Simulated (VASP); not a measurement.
# F in VASP: single point with PBE

Aim: the single point of F with PBE.

Program: VASP 6.6.1. These are calculated values, not measurements. Logs are shortened: lines on timing, memory, paths and dates and some standing lists are left out, and cuts for length are marked.

## 1. The cell of the first run

The cell holds a single atom in a box, 1 atom: a = 14.000 Å, b = 14.400 Å, c = 14.800 Å, α = 90.00°, β = 90.00°, γ = 90.00°.

## 2. Single point, PBE, collinear spin

The input, INCAR:

```
PREC = Accurate
ENCUT = 520
EDIFF = 1E-6
ISMEAR = -1
SIGMA = 0.01
LREAL = F
LASPH = T
NELM = 150
ALGO = Normal
ISIF = 2
LWAVE = F
LCHARG = F
ISPIN = 2
MAGMOM = 1
LORBIT = 11
GGA = PE
NBANDS = 14
ISYM = 0
```

The input, KPOINTS:

```
Automatic mesh
0
Gamma
  1 1 1
```

The input, POSCAR:

```
F
1.0
   14.0000000000      0.0000000000      0.0000000000
    0.0000000000     14.4000000000      0.0000000000
    0.0000000000      0.0000000000     14.8000000000
F
1
Direct
    0.5000000000      0.5000000000      0.5000000000
```

Potentials or basis: VASP PAW PBE potentials, release 64 (F).

Command:

```bash
> cat potpaw_PBE.64/F/POTCAR > POTCAR
> mpirun -np 1 vasp_gam > vasp.out
```

OUTCAR:

```text
PREC = Accurate
   ENCUT = 520
   EDIFF = 1E-6
   ISMEAR = -1
   LREAL = F
   LASPH = T
   NELM = 150
   ISIF = 2
   ISPIN = 2
   LORBIT = 11
   GGA = PE
   ISYM = 0

 ion  position               nearest neighbor table
   1  0.500  0.500  0.500-

IMPORTANT INFORMATION: All symmetrisations will be switched off!
NOSYMM: (Re-)initialisation of all symmetry stuff for point group C_1.

----------------------------------------------------------------------------------------

                                     Primitive cell

  volume of cell :    2983.6800

  direct lattice vectors                    reciprocal lattice vectors
    14.000000000  0.000000000  0.000000000     0.071428571  0.000000000  0.000000000
     0.000000000 14.400000000  0.000000000     0.000000000  0.069444444  0.000000000
     0.000000000  0.000000000 14.800000000     0.000000000  0.000000000  0.067567568

  length of vectors
    14.000000000 14.400000000 14.800000000     0.071428571  0.069444444  0.067567568

  position of ions in fractional coordinates (direct lattice)
     0.500000000  0.500000000  0.500000000

  ion indices of the primitive-cell ions
   primitive index   ion index
                 1           1

----------------------------------------------------------------------------------------

 KPOINTS: Automatic mesh

Automatic generation of k-mesh.
 Grid dimensions read from file:
 generate k-points for:    1    1    1

 Generating k-lattice:

  Cartesian coordinates                     Fractional coordinates (reciprocal lattice)
     0.071428571  0.000000000  0.000000000     1.000000000  0.000000000  0.000000000
     0.000000000  0.069444444  0.000000000     0.000000000  1.000000000  0.000000000
     0.000000000  0.000000000  0.067567568     0.000000000  0.000000000  1.000000000

  Length of vectors
     0.071428571  0.069444444  0.067567568

  Shift w.r.t. Gamma in fractional coordinates (k-lattice)
     0.000000000  0.000000000  0.000000000

 Subroutine IBZKPT returns following result:
 ===========================================

 Found      1 irreducible k-points:

 Following reciprocal coordinates:
            Coordinates               Weight
  0.000000  0.000000  0.000000      1.000000
   k-points           NKPTS =      1   k-points in BZ     NKDIM =      1   number of bands    NBANDS=     14
   number of dos      NEDOS =    301   number of ions     NIONS =      1
   total plane-waves  NPLWV = ******
   dimension x,y,z NGX =   108 NGY =  108 NGZ =  112
   dimension x,y,z NGXF=   216 NGYF=  216 NGZF=  224
   ions per type =               1
   NGX,Y,Z   is equivalent  to a cutoff of  12.82, 12.47, 12.58 a.u.
   NGXF,Y,Z  is equivalent  to a cutoff of  25.65, 24.94, 25.16 a.u.
 SYSTEM =  unknown system
   PREC   = accura    normal or accurate (medium, high low for compatibility)
   ISTART =      0    job   : 0-new  1-cont  2-samecut
   ICHARG =      2    charge: 1-file 2-atom 10-const
   ISPIN  =      2    spin polarized calculation?
   LNONCOLLINEAR =      F non collinear calculations
   LSORBIT =      F    spin-orbit coupling
   LASPH  =      T    aspherical Exc in radial PAW
   ENCUT  =  520.0 eV  38.22 Ry    6.18 a.u.  26.03 26.77 27.52*2*pi/ulx,y,z
   NELM   =    150;   NELMIN=  2; NELMDL= -5     # of ELM steps
   EDIFF  = 0.1E-05   stopping-criterion for ELM
   LREAL  =      F    real-space projection
   EDIFFG = 0.1E-04   stopping-criterion for IOM
   NSW    =      0    number of steps for IOM
   IBRION =     -1    ionic relax: 0-MD 1-quasi-New 2-CG
   NFREE  =      0    steps in history (QN), initial steepest desc. (CG)
   ISIF   =      2    stress and relaxation
   ISYM   =      0    0-nonsym 1-usesym 2-fastsym
   POTIM  = 0.5000    time-step for ionic-motion
   TEBEG  =    0.0;   TEEND  =   0.0 temperature during run
   PSTRESS=    0.0 pullay stress
   NELECT =       7.0000    total number of electrons
   NUPDOWN=      -1.0000    fix difference up-down
   EMIN   =  10.00;   EMAX   =-10.00  energy-range for DOS
   EFERMI =   0.00;   METHOD = LEGACY
   ISMEAR =    -1;   SIGMA  =   0.01  broadening in eV -4-tet -1-fermi 0-gaus
   EFERMI_NEDOS =   21; number of points for ismear=-14 and -15
   IALGO  =     38    algorithm
   IMIX   =      4    mixing-type and parameters
     AMIX     =   0.40;   BMIX     =  1.00
     AMIX_MAG =   1.60;   BMIX_MAG =  1.00
  volume/ion in A,a.u.               =    2983.68     20134.87
  Fermi-wavevector in a.u.,A,eV,Ry     =   0.217532  0.411076  0.643831  0.047320
  Thomas-Fermi vector in A             =   0.994525
   LORBIT       =     11    0 simple, 1 ext, 2 COOP (PROOUT), +10 PAW based schemes
   GGA     = PE    functional components
   LHFCALC =     F    Hartree Fock is set to
   AEXX    =    0.0000 exact exchange contribution
   IVDW    =     0    specifies the selected vdW correction
   LEPSILON=     F    determine dielectric tensor
   LRPA    =     F    only Hartree local field effects (RPA)
 spin polarized calculation
  energy-cutoff  :      520.00
  volume of cell :     2983.68
 maximum number of plane-waves:     40220
 NGX is ok and might be reduce to   108
   NGX = 53   NGY = 53   NGZ = 55

 number of electron       6.9999992 magnetization       0.9999998

 Free energy of the ion-electron system (eV)
  ---------------------------------------------------
  ext. energy  EPLUGINS =         0.00000000
  ---------------------------------------------------
  free energy    TOTEN  =        -0.43870237 eV

  energy without entropy =       -0.41960695  energy(sigma->0) =       -0.42915466

 E-fermi : -10.1896     XC(G=0):  -0.1355

 val. band max:      -10.1965649492   @ k =   0.0000   0.0000   0.0000
 cond. band min:      -0.2216582183   @ k =   0.0000   0.0000   0.0000
 fundamental gap:      9.9749067309
 Fermi energy:       -10.1896351625

 spin component 1

 k-point     1 :       0.0000    0.0000    0.0000
  band No.  band energies     occupation
      1     -30.6439      1.00000
      2     -11.8229      1.00000
      3     -11.8228      1.00000
      4     -11.8228      1.00000
      5      -0.2217      0.00000
      6       0.3236      0.00000
      7       0.6171      0.00000
      8       0.6494      0.00000
      9       0.6869      0.00000
     10       0.6948      0.00000
     11       0.7422      0.00000
     12       1.1877      0.00000
     13       1.2597      0.00000
     14       1.2641      0.00000
 Fermi energy:       -10.1896351625

 spin component 2

 k-point     1 :       0.0000    0.0000    0.0000
  band No.  band energies     occupation
      1     -28.9374      1.00000
      2     -10.1966      0.66672
      3     -10.1966      0.66665
      4     -10.1966      0.66663
      5      -0.1991      0.00000
      6       0.3469      0.00000
      7       0.6155      0.00000
      8       0.6484      0.00000
      9       0.6862      0.00000
     10       0.6912      0.00000
     11       0.7384      0.00000
     12       1.2012      0.00000
     13       1.2624      0.00000
     14       1.2673      0.00000

------------------------ aborting loop because EDIFF is reached ----------------------------------------

  FORCE on cell =-STRESS in cart. coord.  units (eV):
  Direction    XX          YY          ZZ          XY          YZ          ZX
  --------------------------------------------------------------------------------------
  -------------------------------------------------------------------------------------
  Total       -0.0459123     -0.0445192     -0.0453242     -0.0000574      0.0001175     -0.0000510
  in kB       -0.0246540     -0.0239059     -0.0243382     -0.0000308      0.0000631     -0.0000274
  external PRESSURE =      -0.0242994 kB  Pullay stress =       0.0000000 kB

 VOLUME and BASIS-vectors are now :
 -----------------------------------------------------------------------------
  energy-cutoff  :      520.00
  volume of cell :     2983.68
      direct lattice vectors                 reciprocal lattice vectors
    14.000000000  0.000000000  0.000000000     0.071428571  0.000000000  0.000000000
     0.000000000 14.400000000  0.000000000     0.000000000  0.069444444  0.000000000
     0.000000000  0.000000000 14.800000000     0.000000000  0.000000000  0.067567568

 POSITION                                       TOTAL-FORCE (eV/Angst)
 -----------------------------------------------------------------------------------
      7.00000      7.20000      7.40000        -0.000000      0.000000     -0.000000
 -----------------------------------------------------------------------------------
    total drift:                               -0.000000      0.000000     -0.000000

  FREE ENERGIE OF THE ION-ELECTRON SYSTEM (eV)
  ---------------------------------------------------
  free  energy   TOTEN  =        -0.4387023723 eV

  energy  without entropy=       -0.4196069474  energy(sigma->0) =       -0.42915466

 total charge

# of ion       s       p       d       tot
------------------------------------------
    1        1.761   3.994   0.000   5.755

 magnetization (x)

# of ion       s       p       d       tot
------------------------------------------
    1        0.003   0.843   0.000   0.847
```

Run time: 10 min. Hardware: 1 thread of Intel Xeon Platinum 8488C (Sapphire Rapids), shared host; peak memory 2.8 GiB.

Results:

```
Free energy                                           : -0.4387 eV
Pressure                                              : 0.0 GPa
Band gap on the k mesh                                : zero (filled and empty bands touch)
Net moment                                            : 1.00 μB per cell
Site moments                                          : F +0.85 μB
Valence electrons inside the program's atomic spheres : F 5.75
```
